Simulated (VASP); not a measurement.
# Hf (P6_322) in VASP: single point with PBE

Aim: the single point of Hf with PBE.

All numbers are computed with VASP 6.6.1; they aren't measurements. Logs are shortened: lines on timing, memory, paths and dates and some standing lists are left out, and cuts for length are marked.

## Step 1: The cell of the first run

Symmetry: P6_322, No. 182, hexagonal system. The conventional cell has a = 5.023 Å, b = 5.023 Å, c = 8.268 Å, α = 90.00°, β = 90.00°, γ = 120.00°. Hf (site symmetry 2) has 8 Hf at 2.68 to 2.96 Å within 3.5 Å. Hf (site symmetry 32) has 6 Hf at 2.68 Å within 3.5 Å.

## Step 2: Single point, PBE (Ta replaced by Hf, lengths x 1.018, strained)

Contents of INCAR:

```
SYSTEM = Hf
PREC     = Accurate       ! precision mode
ENCUT    = 520            ! plane-wave cutoff, eV
EDIFF    = 1E-6           ! SCF threshold, eV
ISMEAR   = 0              ! smearing method
SIGMA    = 0.1            ! smearing width, eV
LREAL    = .False.        ! projectors in reciprocal space
LASPH    = .True.         ! aspherical terms in the spheres
NELM     = 80             ! most SCF steps
ALGO     = Fast           ! electronic algorithm
ISIF     = 2              ! what is computed and relaxed
LWAVE    = .False.        ! write WAVECAR
LCHARG   = .False.        ! write CHGCAR
GGA      = PE             ! functional
NBANDS   = 50             ! bands
```

Contents of KPOINTS:

```
regular mesh
0
Gamma
  12 12 4
  0 0 0
```

Contents of POSCAR:

```
Hf
1.0
    5.0231012414      0.0000000000      0.0000000000
   -2.5115506207      4.3501332808      0.0000000000
    0.0000000000      0.0000000000      8.2679493080
Hf
8
Direct
    0.0000000000      0.3208193100      0.0000000000
    0.3208193100      0.0000000000      0.0000000000
    0.6791806900      0.6791806900      0.0000000000
    0.0000000000      0.6791806900      0.5000000000
    0.6791806900      0.0000000000      0.5000000000
    0.3208193100      0.3208193100      0.5000000000
    0.6666666667      0.3333333333      0.7500000000
    0.3333333333      0.6666666667      0.2500000000
```

Potentials or basis: VASP PAW PBE potentials, release 64 (Hf_pv).

Launch:

```
> cat potpaw_PBE.64/Hf_pv/POTCAR > POTCAR
> mpirun -np 1 vasp_std > vasp.out
```

OUTCAR:

```text
SYSTEM = Hf
   PREC = Accurate
   ENCUT = 520
   EDIFF = 1E-6
   ISMEAR = 0
   LREAL = .False.
   LASPH = .True.
   NELM = 80
   ISIF = 2
   GGA = PE

 ion  position               nearest neighbor table
   1  0.000  0.321  0.000-   7 2.68   8 2.68   3 2.79   2 2.79   2 2.96   3 2.96   3 2.96   2 2.96

   2  0.321  0.000  0.000-   8 2.68   7 2.68   1 2.79   3 2.79   1 2.96   3 2.96   1 2.96   3 2.96

   3  0.679  0.679  0.000-   7 2.68   8 2.68   1 2.79   2 2.79   2 2.96   1 2.96   1 2.96   2 2.96

   4  0.000  0.679  0.500-   8 2.68   7 2.68   6 2.79   5 2.79   5 2.96   6 2.96   6 2.96   5 2.96

   5  0.679  0.000  0.500-   7 2.68   8 2.68   6 2.79   4 2.79   4 2.96   6 2.96   4 2.96   6 2.96

   6  0.321  0.321  0.500-   8 2.68   7 2.68   4 2.79   5 2.79   5 2.96   4 2.96   4 2.96   5 2.96

   7  0.667  0.333  0.750-   5 2.68   1 2.68   4 2.68   2 2.68   3 2.68   6 2.68
   8  0.333  0.667  0.250-   2 2.68   4 2.68   1 2.68   5 2.68   6 2.68   3 2.68

  LATTYP: Found a hexagonal cell.
 ALAT       =     5.0231012414
 C/A-ratio  =     1.6459850022

  Lattice vectors:

 A1 = (   5.0231012414,   0.0000000000,   0.0000000000)
 A2 = (  -2.5115506207,   4.3501332808,   0.0000000000)
 A3 = (   0.0000000000,   0.0000000000,   8.2679493080)

Analysis of symmetry for initial positions (statically):
=====================================================================
 Subroutine PRICEL returns:
 Original cell was already a primitive cell.

 Routine SETGRP: Setting up the symmetry group for a
 hexagonal supercell.

 Subroutine GETGRP returns: Found 12 space group operations
 (whereof  6 operations were pure point group operations)
 out of a pool of 24 trial point group operations.

The static configuration has the point symmetry D_3 .
 The point group associated with its full space group is D_6 .

Analysis of symmetry for dynamics (positions and initial velocities):
=====================================================================
 Subroutine PRICEL returns:
 Original cell was already a primitive cell.

 Routine SETGRP: Setting up the symmetry group for a
 hexagonal supercell.

 Subroutine GETGRP returns: Found 12 space group operations
 (whereof  6 operations were pure point group operations)
 out of a pool of 24 trial point group operations.

The dynamic configuration has the point symmetry D_3 .
 The point group associated with its full space group is D_6 .

 Subroutine INISYM returns: Found 12 space group operations
 (whereof  6 operations are pure point group operations),
 and found     1 'primitive' translations

----------------------------------------------------------------------------------------

                                     Primitive cell

  volume of cell :     180.6643

  direct lattice vectors                    reciprocal lattice vectors
     5.023101241  0.000000000  0.000000000     0.199080200  0.114939007  0.000000000
    -2.511550621  4.350133281  0.000000000     0.000000000  0.229878014  0.000000000
     0.000000000  0.000000000  8.267949308     0.000000000  0.000000000  0.120948976

  length of vectors
     5.023101241  5.023101241  8.267949308     0.229878014  0.229878014  0.120948976

  position of ions in fractional coordinates (direct lattice)
     0.000000000  0.320819310  0.000000000
     0.320819310  0.000000000  0.000000000
     0.679180690  0.679180690  0.000000000
     0.000000000  0.679180690  0.500000000
     0.679180690  0.000000000  0.500000000
     0.320819310  0.320819310  0.500000000
     0.666666667  0.333333333  0.750000000
     0.333333333  0.666666667  0.250000000

  ion indices of the primitive-cell ions
   primitive index   ion index
                 1           1
                 2           2
                 3           3
                 4           4
                 5           5
                 6           6
                 7           7
                 8           8

----------------------------------------------------------------------------------------

 KPOINTS: regular mesh

Automatic generation of k-mesh.
 Grid dimensions read from file:
 generate k-points for:   12   12    4

 Generating k-lattice:

  Cartesian coordinates                     Fractional coordinates (reciprocal lattice)
     0.016590017  0.009578251  0.000000000     0.083333333 -0.000000000  0.000000000
     0.000000000  0.019156501  0.000000000     0.000000000  0.083333333  0.000000000
     0.000000000  0.000000000  0.030237244     0.000000000  0.000000000  0.250000000

  Length of vectors
     0.019156501  0.019156501  0.030237244

  Shift w.r.t. Gamma in fractional coordinates (k-lattice)
     0.000000000  0.000000000  0.000000000

 Subroutine IBZKPT returns following result:
 ===========================================

 Found     57 irreducible k-points:

 Following reciprocal coordinates:
            Coordinates               Weight
  0.000000  0.000000  0.000000      1.000000
  0.083333 -0.000000  0.000000      6.000000
  0.166667  0.000000  0.000000      6.000000
  0.250000  0.000000  0.000000      6.000000
  0.333333  0.000000  0.000000      6.000000
  0.416667  0.000000  0.000000      6.000000
[... 16 lines left out ...]
  0.250000  0.000000  0.250000     12.000000
  0.333333  0.000000  0.250000     12.000000
 [... further k-points ...]
   k-points           NKPTS =     57   k-points in BZ     NKDIM =     57   number of bands    NBANDS=     50
   number of dos      NEDOS =    301   number of ions     NIONS =      8
   total plane-waves  NPLWV = 102400
   dimension x,y,z NGX =    40 NGY =   40 NGZ =   64
   dimension x,y,z NGXF=    80 NGYF=   80 NGZF=  128
   ions per type =               8
   NGX,Y,Z   is equivalent  to a cutoff of  13.24, 13.24, 12.87 a.u.
   NGXF,Y,Z  is equivalent  to a cutoff of  26.48, 26.48, 25.74 a.u.
 SYSTEM =  Hf
   PREC   = accura    normal or accurate (medium, high low for compatibility)
   ISTART =      0    job   : 0-new  1-cont  2-samecut
   ICHARG =      2    charge: 1-file 2-atom 10-const
   ISPIN  =      1    spin polarized calculation?
   LNONCOLLINEAR =      F non collinear calculations
   LSORBIT =      F    spin-orbit coupling
   LASPH  =      T    aspherical Exc in radial PAW
   ENCUT  =  520.0 eV  38.22 Ry    6.18 a.u.   9.34  9.34 15.37*2*pi/ulx,y,z
   NELM   =     80;   NELMIN=  2; NELMDL= -5     # of ELM steps
   EDIFF  = 0.1E-05   stopping-criterion for ELM
   LREAL  =      F    real-space projection
   EDIFFG = 0.1E-04   stopping-criterion for IOM
   NSW    =      0    number of steps for IOM
   IBRION =     -1    ionic relax: 0-MD 1-quasi-New 2-CG
   NFREE  =      0    steps in history (QN), initial steepest desc. (CG)
   ISIF   =      2    stress and relaxation
   ISYM   =      2    0-nonsym 1-usesym 2-fastsym
   POTIM  = 0.5000    time-step for ionic-motion
   TEBEG  =    0.0;   TEEND  =   0.0 temperature during run
   PSTRESS=    0.0 pullay stress
   NELECT =      80.0000    total number of electrons
   NUPDOWN=      -1.0000    fix difference up-down
   EMIN   =  10.00;   EMAX   =-10.00  energy-range for DOS
   EFERMI =   0.00;   METHOD = LEGACY
   ISMEAR =     0;   SIGMA  =   0.10  broadening in eV -4-tet -1-fermi 0-gaus
   EFERMI_NEDOS =   21; number of points for ismear=-14 and -15
   IALGO  =     68    algorithm
   IMIX   =      4    mixing-type and parameters
     AMIX     =   0.40;   BMIX     =  1.00
     AMIX_MAG =   1.60;   BMIX_MAG =  1.00
  volume/ion in A,a.u.               =      22.58       152.40
  Fermi-wavevector in a.u.,A,eV,Ry     =   1.247807  2.358013 21.184572  1.557022
  Thomas-Fermi vector in A             =   2.381922
   LORBIT       =      0    0 simple, 1 ext, 2 COOP (PROOUT), +10 PAW based schemes
   GGA     = PE    functional components
   LHFCALC =     F    Hartree Fock is set to
   AEXX    =    0.0000 exact exchange contribution
   IVDW    =     0    specifies the selected vdW correction
   LEPSILON=     F    determine dielectric tensor
   LRPA    =     F    only Hartree local field effects (RPA)
 non-spin polarized calculation
 RMM-DIIS sequential band-by-band and
 Gauss-broadening in eV      SIGMA  =   0.10
  energy-cutoff  :      520.00
  volume of cell :      180.66
 maximum number of plane-waves:      4926
 NGX is ok and might be reduce to    40
   NGX = 19   NGY = 19   NGZ = 31

 number of electron      80.0000008 magnetization

 Free energy of the ion-electron system (eV)
  ---------------------------------------------------
  ext. energy  EPLUGINS =         0.00000000
  ---------------------------------------------------
  free energy    TOTEN  =       -68.42248753 eV

  energy without entropy =      -68.36446017  energy(sigma->0) =      -68.39347385

 E-fermi :   4.3104     XC(G=0): -10.9827

 val. band max:        4.3053954090   @ k =   0.4167   0.0833   0.5000
 cond. band min:       4.3108109486   @ k =   0.1667   0.0000   0.5000
 fundamental gap:      0.0054155396
 Fermi energy:         4.3103616035

 k-point     1 :       0.0000    0.0000    0.0000
  band No.  band energies     occupation
      1     -26.9606      2.00000
      2     -26.5620      2.00000
      3     -26.3465      2.00000
      4     -26.3465      2.00000
      5     -26.3222      2.00000
      6     -26.3092      2.00000
[... 42 lines left out ...]
     49       6.1769      0.00000
     50       6.1854      0.00000

 k-point     2 :       0.0833   -0.0000    0.0000
  band No.  band energies     occupation
      1     -26.9633      2.00000
      2     -26.6034      2.00000
      3     -26.3883      2.00000
      4     -26.3532      2.00000
      5     -26.3218      2.00000
      6     -26.2696      2.00000
[... 42 lines left out ...]
     49       6.1263      0.00000
     50       6.3113      0.00000

 k-point     3 :       0.1667    0.0000    0.0000
  band No.  band energies     occupation
      1     -26.9684      2.00000
      2     -26.6645      2.00000
      3     -26.4533      2.00000
      4     -26.3664      2.00000
      5     -26.3146      2.00000
      6     -26.2455      2.00000
[... 42 lines left out ...]
     49       5.9381      0.00000
     50       6.3632      0.00000

 k-point     4 :       0.2500    0.0000    0.0000
  band No.  band energies     occupation
      1     -26.9728      2.00000
      2     -26.6991      2.00000
      3     -26.5064      2.00000
      4     -26.3578      2.00000
      5     -26.3075      2.00000
      6     -26.2534      2.00000
[... 999 lines left out ...]
 k-point    23 :       0.2500    0.0000    0.2500
  band No.  band energies     occupation
      1     -26.9274      2.00000
      2     -26.7234      2.00000
      3     -26.5249      2.00000
      4     -26.3837      2.00000
      5     -26.3517      2.00000
      6     -26.2843      2.00000
[... 42 lines left out ...]
     49       6.1678      0.00000
     50       6.3615      0.00000

 k-point    24 :       0.3333    0.0000    0.2500
  band No.  band energies     occupation
      1     -26.9397      2.00000
      2     -26.7282      2.00000
      3     -26.5435      2.00000
      4     -26.3739      2.00000
      5     -26.3293      2.00000
      6     -26.2966      2.00000
[... 42 lines left out ...]
     49       6.2379      0.00000
     50       6.5662      0.00000

 [... further k-points ...]
[... 5 lines left out ...]
  --------------------------------------------------------------------------------------
  -------------------------------------------------------------------------------------
  Total       22.7856024     22.7856024     20.3322041     -0.0000000      0.0000000      0.0000000
  in kB      202.0685840    202.0685840    180.3112166     -0.0000000      0.0000000      0.0000000
  external PRESSURE =     194.8161282 kB  Pullay stress =       0.0000000 kB

 VOLUME and BASIS-vectors are now :
 -----------------------------------------------------------------------------
  energy-cutoff  :      520.00
  volume of cell :      180.66
      direct lattice vectors                 reciprocal lattice vectors
     5.023101241  0.000000000  0.000000000     0.199080200  0.114939007  0.000000000
    -2.511550621  4.350133281  0.000000000     0.000000000  0.229878014  0.000000000
     0.000000000  0.000000000  8.267949308     0.000000000  0.000000000  0.120948976

 POSITION                                       TOTAL-FORCE (eV/Angst)
 -----------------------------------------------------------------------------------
     -0.80575      1.39561      0.00000         0.227909     -0.394751     -0.000000
      1.61151      0.00000      0.00000        -0.455819     -0.000000      0.000000
      1.70580      2.95453      0.00000         0.227909      0.394751      0.000000
     -1.70580      2.95453      4.13397        -0.227909      0.394751      0.000000
      3.41159      0.00000      4.13397         0.455819     -0.000000     -0.000000
      0.80575      1.39561      4.13397        -0.227909     -0.394751      0.000000
      2.51155      1.45004      6.20096        -0.000000      0.000000     -0.000000
     -0.00000      2.90009      2.06699        -0.000000     -0.000000     -0.000000
 -----------------------------------------------------------------------------------
    total drift:                                0.000000     -0.000000     -0.000000

  FREE ENERGIE OF THE ION-ELECTRON SYSTEM (eV)
  ---------------------------------------------------
  free  energy   TOTEN  =       -68.4224875266 eV

  energy  without entropy=      -68.3644601702  energy(sigma->0) =      -68.39347385
```

Wall time 15 min (1 thread of Intel Xeon Platinum 8259CL at 2.50GHz (Skylake/Cascade Lake), shared host); peak memory 0.52 GiB.

What came out:

```
Free energy            : -68.4225 eV
Pressure               : 19.5 GPa
Largest force          : 0.456 eV/Å
Band gap on the k mesh : zero (bands 40 and 41 overlap by 0.53 eV)
```

Forces on the atoms (eV/Å):
```
Hf   0.228 -0.395  0.000
Hf  -0.456  0.000  0.000
Hf   0.228  0.395  0.000
Hf  -0.228  0.395  0.000
Hf   0.456  0.000  0.000
Hf  -0.228 -0.395  0.000
Hf   0.000  0.000  0.000
Hf   0.000  0.000  0.000
```

Caveat: the cell differs from its parent crystal (Ta replaced by Hf, lengths x 1.018, strained); the cell stands under pressure; spin-orbit coupling is left out, which moves the levels of the heavy elements.
